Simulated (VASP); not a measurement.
# Fe (Im-3m) in VASP: vibrations by perturbation theory with PBE

Aim: the vibrations by perturbation theory of Fe with PBE.

Everything below comes from runs of VASP 6.6.1. Logs are shortened: lines on timing, memory, paths and dates and some standing lists are left out, and cuts for length are marked.

**1. The cell of the first run**

It takes space group Im-3m (No. 229, cubic). The conventional cell has a = 2.867 Å, b = 2.867 Å, c = 2.867 Å, α = 90.00°, β = 90.00°, γ = 90.00°. Fe (site symmetry m-3m) has 14 Fe at 2.48 to 2.87 Å within 3.3 Å.

**2. Vibrations by perturbation theory, PBE, collinear spin, ferromagnetic start**

INCAR reads:

```
ALGO = Normal
EDIFF = 1E-8
ENCUT = 520
GGA = PE
IBRION = 8
ISIF = 2
ISMEAR = 1
ISPIN = 2
LASPH = True
LCHARG = True
LMAXMIX = 4
LORBIT = 11
LREAL = False
LWAVE = False
MAGMOM = 2.3
NELM = 150
NSW = 1
PREC = Accurate
SIGMA = 0.2
```

KPOINTS reads:

```
k-points
0
Gamma
  16 16 16
```

POSCAR reads:

```
Fe
1.0
   -1.4335000000      1.4335000000      1.4335000000
    1.4335000000     -1.4335000000      1.4335000000
    1.4335000000      1.4335000000     -1.4335000000
Fe
1
Direct
    0.0000000000      0.0000000000      0.0000000000
```

Potentials or basis: VASP PAW PBE potentials, release 64 (Fe).

The run is started by

```console
$ cat potpaw_PBE.64/Fe/POTCAR > POTCAR
$ mpirun -np 1 vasp_std > vasp.out
```

OUTCAR:

```text
EDIFF = 1E-8
   ENCUT = 520
   GGA = PE
   IBRION = 8
   ISIF = 2
   ISMEAR = 1
   ISPIN = 2
   LASPH = True
   LORBIT = 11
   LREAL = False
   NELM = 150
   NSW = 1
   PREC = Accurate

 ion  position               nearest neighbor table
   1  0.000  0.000  0.000-

  LATTYP: Found a body centered cubic cell.
 ALAT       =     2.8670000000

  Lattice vectors:

 A1 = (  -1.4335000000,   1.4335000000,   1.4335000000)
 A2 = (   1.4335000000,  -1.4335000000,   1.4335000000)
 A3 = (   1.4335000000,   1.4335000000,  -1.4335000000)

Analysis of symmetry for initial positions (statically):
=====================================================================
 Subroutine PRICEL returns:
 Original cell was already a primitive cell.

 Routine SETGRP: Setting up the symmetry group for a
 body centered cubic supercell.

 Subroutine GETGRP returns: Found 48 space group operations
 (whereof 48 operations were pure point group operations)
 out of a pool of 48 trial point group operations.

The static configuration has the point symmetry O_h .

Analysis of symmetry for dynamics (positions and initial velocities):
=====================================================================
 Subroutine PRICEL returns:
 Original cell was already a primitive cell.

 Routine SETGRP: Setting up the symmetry group for a
 body centered cubic supercell.

 Subroutine GETGRP returns: Found 48 space group operations
 (whereof 48 operations were pure point group operations)
 out of a pool of 48 trial point group operations.

The dynamic configuration has the point symmetry O_h .

Analysis of structural, dynamic, and magnetic symmetry:
=====================================================================
 Subroutine PRICEL returns:
 Original cell was already a primitive cell.

 Routine SETGRP: Setting up the symmetry group for a
 body centered cubic supercell.

 Subroutine GETGRP returns: Found 48 space group operations
 (whereof 48 operations were pure point group operations)
 out of a pool of 48 trial point group operations.

The overall configuration has the point symmetry O_h .

 Subroutine INISYM returns: Found 48 space group operations
 (whereof 48 operations are pure point group operations),
 and found     1 'primitive' translations

----------------------------------------------------------------------------------------

                                     Primitive cell

  volume of cell :      11.7829

  direct lattice vectors                    reciprocal lattice vectors
    -1.433500000  1.433500000  1.433500000     0.000000000  0.348796652  0.348796652
     1.433500000 -1.433500000  1.433500000     0.348796652  0.000000000  0.348796652
     1.433500000  1.433500000 -1.433500000     0.348796652  0.348796652  0.000000000

  length of vectors
     2.482894833  2.482894833  2.482894833     0.493272955  0.493272955  0.493272955

  position of ions in fractional coordinates (direct lattice)
     0.000000000  0.000000000  0.000000000

  ion indices of the primitive-cell ions
   primitive index   ion index
                 1           1

----------------------------------------------------------------------------------------

 KPOINTS: k-points

Automatic generation of k-mesh.
 Grid dimensions read from file:
 generate k-points for:   16   16   16

 Generating k-lattice:

  Cartesian coordinates                     Fractional coordinates (reciprocal lattice)
     0.000000000  0.021799791  0.021799791     0.062500000  0.000000000  0.000000000
     0.021799791  0.000000000  0.021799791     0.000000000  0.062500000  0.000000000
[... 99 lines left out ...]

 Free energy of the ion-electron system (eV)
  ---------------------------------------------------
  ext. energy  EPLUGINS =         0.00000000
  ---------------------------------------------------
  free energy    TOTEN  =        -8.23250366 eV

  energy without entropy =       -8.23277952  energy(sigma->0) =       -8.23259561

 E-fermi :   5.4269     XC(G=0): -12.9097

 val. band max:        5.4198578665   @ k =   0.2500   0.1250   0.0000
 cond. band min:       5.4358706892   @ k =  -0.4375   0.4375   0.3125
 fundamental gap:      0.0160128227
 Fermi energy:         5.4269104303

 spin component 1

 k-point     1 :       0.0000    0.0000    0.0000
  band No.  band energies     occupation
      1      -2.7631      1.00000
      2       3.2054      1.00000
      3       3.2054      1.00000
      4       3.2054      1.00000
      5       4.3558      1.00000
      6       4.3558      1.00000
      7      30.1217      0.00000
      8      30.1217      0.00000
      9      30.1217      0.00000
[... 265 lines left out ...]
 k-point    24 :       0.2500    0.1875    0.0000
  band No.  band energies     occupation
      1       1.1675      1.00000
      2       2.3575      1.00000
      3       2.8384      1.00000
      4       4.2293      1.00000
      5       4.6665      1.00000
      6       6.3836     -0.00000
      7      17.2974      0.00000
      8      19.3434      0.00000
      9      25.2496      0.00000

 [... further k-points ...]

 spin component 2

 k-point     1 :       0.0000    0.0000    0.0000
  band No.  band energies     occupation
      1      -2.6032      1.00000
      2       5.1993      1.03416
      3       5.1994      1.03414
      4       5.1994      1.03414
      5       7.1578     -0.00000
      6       7.1579     -0.00000
      7      29.8481      0.00000
      8      29.8481      0.00000
      9      29.8481      0.00000
[... 265 lines left out ...]
 k-point    24 :       0.2500    0.1875    0.0000
  band No.  band energies     occupation
      1       1.9168      1.00000
      2       4.1396      1.00000
      3       4.4221      1.00000
      4       6.7787     -0.00000
      5       7.3893     -0.00000
      6       8.3292     -0.00000
      7      18.1124      0.00000
      8      19.9893      0.00000
      9      25.7615      0.00000

 [... further k-points ...]

------------------------ aborting loop because EDIFF is reached ----------------------------------------

  FORCE on cell =-STRESS in cart. coord.  units (eV):
  Direction    XX          YY          ZZ          XY          YZ          ZX
  --------------------------------------------------------------------------------------
  -------------------------------------------------------------------------------------
  Total       -0.4601602     -0.4601602     -0.4601602      0.0000000      0.0000000      0.0000000
  in kB      -62.5700628    -62.5700628    -62.5700628      0.0000000      0.0000000      0.0000000
  external PRESSURE =     -62.5700628 kB  Pullay stress =       0.0000000 kB

 VOLUME and BASIS-vectors are now :
 -----------------------------------------------------------------------------
  energy-cutoff  :      520.00
  volume of cell :       11.78
      direct lattice vectors                 reciprocal lattice vectors
    -1.433500000  1.433500000  1.433500000     0.000000000  0.348796652  0.348796652
     1.433500000 -1.433500000  1.433500000     0.348796652  0.000000000  0.348796652
     1.433500000  1.433500000 -1.433500000     0.348796652  0.348796652  0.000000000

 POSITION                                       TOTAL-FORCE (eV/Angst)
 -----------------------------------------------------------------------------------
      0.00000      0.00000      0.00000         0.000000      0.000000     -0.000000
 -----------------------------------------------------------------------------------
    total drift:                                0.000000      0.000000      0.000000

  FREE ENERGIE OF THE ION-ELECTRON SYSTEM (eV)
  ---------------------------------------------------
  free  energy   TOTEN  =        -8.2325036591 eV

  energy  without entropy=       -8.2327795231  energy(sigma->0) =       -8.23259561

[... ionic steps 2 to 3 ...]

--------------------------------------- Ionic step        4  -------------------------------------------

 Free energy of the ion-electron system (eV)
  ---------------------------------------------------
  ---------------------------------------------------
  free energy    TOTEN  =        -0.15232513 eV

  energy without entropy =       -0.15232512

------------------------ aborting loop because EDIFF is reached ----------------------------------------

 INTERNAL STRAIN TENSOR  FOR ION    1  DIRECTION 1   (eV/Angst):
 -----------------------------------------------------------------------------
     0.00785 -0.00000 -0.00000
     0.00000  0.00095 -0.00000
     0.00000 -0.00000  0.00095

 INTERNAL STRAIN TENSOR FOR ION    1 for displacements in x,y,z  (eV/Angst):
          X           Y           Z          XY          YZ          ZX
  --------------------------------------------------------------------------------
  x     0.00000     0.00000     0.00000     0.00000     0.00000     0.00000
  y     0.00000     0.00000     0.00000     0.00000     0.00000     0.00000
  z     0.00000     0.00000     0.00000     0.00000     0.00000     0.00000

 SECOND DERIVATIVES (NOT SYMMETRIZED)
 ------------------------------------
               1X          1Y          1Z
  1X    -0.001628    0.000000   -0.000000
  1Y     0.000000   -0.001628    0.000000
  1Z    -0.000000    0.000000   -0.001628

 Eigenvectors and eigenvalues of the dynamical matrix
 ----------------------------------------------------

   1 f  =    0.084414 THz     0.530386 2PiTHz    2.815735 cm-1     0.349107 meV
             X         Y         Z           dx          dy          dz
      0.000000  0.000000  0.000000     0.453672   -0.891169    0.000000

   2 f  =    0.084414 THz     0.530386 2PiTHz    2.815735 cm-1     0.349107 meV
             X         Y         Z           dx          dy          dz
      0.000000  0.000000  0.000000    -0.891169   -0.453672    0.000000

   3 f  =    0.084414 THz     0.530386 2PiTHz    2.815735 cm-1     0.349107 meV
             X         Y         Z           dx          dy          dz
      0.000000  0.000000  0.000000     0.000000    0.000000    1.000000

--------------------------------------------------------------------------------------------------------

 ELASTIC MODULI CONTR FROM IONIC RELAXATION (kBar)
 Direction    XX          YY          ZZ          XY          YZ          ZX
 --------------------------------------------------------------------------------
 XX           0.0000      0.0000      0.0000      0.0000      0.0000      0.0000
 YY           0.0000      0.0000      0.0000      0.0000      0.0000      0.0000
 ZZ           0.0000      0.0000      0.0000      0.0000      0.0000      0.0000
 XY           0.0000      0.0000      0.0000      0.0000      0.0000      0.0000
 YZ           0.0000      0.0000      0.0000      0.0000      0.0000      0.0000
 ZX           0.0000      0.0000      0.0000      0.0000      0.0000      0.0000
 --------------------------------------------------------------------------------

 total charge

# of ion       s       p       d       tot
------------------------------------------
    1        0.471   0.509   6.215   7.195

 magnetization (x)

# of ion       s       p       d       tot
------------------------------------------
    1       -0.014  -0.055   2.336   2.267
```

Wall time 55 s (1 thread of Intel Xeon 6975P-C (Granite Rapids), shared host); peak memory 0.24 GiB.

What came out:

- Net moment: 2.26 μB per cell
- Site moments: Fe +2.27 μB
- Valence electrons inside the program's atomic spheres: Fe 7.20
